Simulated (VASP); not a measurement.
Set up this calculation in VASP 6.6.1, as the native input.

```
Task                   : single point
Functional             : PBE
Potentials or basis    : VASP PAW PBE potentials, release 64 (Ba_sv, Ti_sv, O, H)
Cutoff                 : 520 eV
k mesh                 : 4 × 4 × 4
Occupations            : fermi-dirac, width 0.1 eV
Spin                   : no spin polarisation
Dipole correction      : no
Further INCAR settings : ALGO = Normal; EDIFF = 1e-06; NBANDS = 30
```

The structure of BaTiHO3 (a cell with a defect) lies in POSCAR:

```
BaTiHO3
1.0
    3.9998000000      0.0000000000      0.0000000000
    0.0000000000      3.9998000000      0.0000000000
    0.0000000000      0.0000000000      4.0180000000
Ba Ti O H
1 1 3 1
Direct
    0.0000000000      0.0000000000      0.0000000000
    0.5000000000      0.5000000000      0.4900000000
    0.5000000000      0.5000000000      0.0190000000
    0.5000000000      0.0000000000      0.5170000000
    0.0000000000      0.5000000000      0.5170000000
   -0.5104210211      0.0670168508      0.2799544550
```

One way to write it, as run:

INCAR

```
  ALGO = Normal
  EDIFF = 1E-6
  ENCUT = 520
  GGA = PE
  GGA_COMPAT = False
  ISIF = 2
  ISMEAR = -1
  LASPH = True
  LCHARG = False
  LREAL = False
  LWAVE = False
  NBANDS = 30
  NELM = 120
  PREC = Accurate
  SIGMA = 0.1
```

KPOINTS

```
k-points
0
Gamma
  4 4 4
```

Potentials or basis: VASP PAW PBE potentials, release 64 (Ba_sv, Ti_sv, O, H).

Run with:

```bash
$ cat potpaw_PBE.64/Ba_sv/POTCAR potpaw_PBE.64/Ti_sv/POTCAR potpaw_PBE.64/O/POTCAR potpaw_PBE.64/H/POTCAR > POTCAR
$ mpirun -np 1 vasp_std > vasp.out
```

Results of the run:

```
Pressure      : 18.8 GPa
Largest force : 2.528 eV/Å
```

Caveat: the k points lie up to 0.39 Å⁻¹ apart; an odd number of electrons without spin polarisation forces a metal; a magnetic or distorted state may lie lower.

Wall time 66 s on 1 thread of Intel(R) Xeon(R) Platinum 8259CL CPU @ 2.50GHz (Skylake/Cascade Lake), on a shared host, peak memory 0.21 GiB.
